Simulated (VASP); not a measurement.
Set up this calculation in VASP 6.6.1, as the native input.

```
Task                   : single point
Functional             : PBE
Potentials or basis    : VASP PAW PBE potentials, release 64 (Co, H)
Cutoff                 : 600 eV
k mesh                 : 4 × 4 × 4
Occupations            : gaussian, width 0.1 eV
Spin                   : no spin polarisation
Dipole correction      : no
Further INCAR settings : ALGO = Normal; EDIFF = 1e-06; NBANDS = 14
```

The structure of CoH3 lies in POSCAR:

```
CoH3
1.0
    2.6113350000      0.0000000000      0.0000000000
    0.0000000000      2.6113350000      0.0000000000
    0.0000000000      0.0000000000      2.6113350000
Co H
1 3
Direct
    0.5620000000      0.8730000000      0.2550000000
    0.5620000000      1.3730000000      0.7550000000
    1.0620000000      0.8730000000      0.7550000000
    1.0620000000      1.3730000000      0.2550000000
```

The input as run:

INCAR

```
SYSTEM = CoH3
  ALGO = Normal
  EDIFF = 1E-6
  ENCUT = 600
  GGA = PE
  GGA_COMPAT = .False.
  ISIF = 2
  ISMEAR = 0
  LASPH = .True.
  LCHARG = .False.
  LREAL = .False.
  LWAVE = .False.
  NBANDS = 14
  NELM = 120
  PREC = Accurate
  SIGMA = 0.1
```

KPOINTS

```
k-points
0
Gamma
  4 4 4
  0 0 0
```

Potentials or basis: VASP PAW PBE potentials, release 64 (Co, H).

Command:

```console
$ cat potpaw_PBE.64/Co/POTCAR potpaw_PBE.64/H/POTCAR > POTCAR
$ mpirun -np 1 vasp_std > vasp.out
```

It gave:

* Pressure: 1.8 GPa
* Band gap on the k mesh: zero (band 6 reaches 12.53 eV, above the bottom of band 7 at 8.08 eV)

Caveat: the k points lie up to 0.60 Å⁻¹ apart.

Run time: 8.1 s on 1 thread of AMD EPYC 7R43 64-Core Processor (Zen 3) (shared host), peak memory 0.1 GiB.
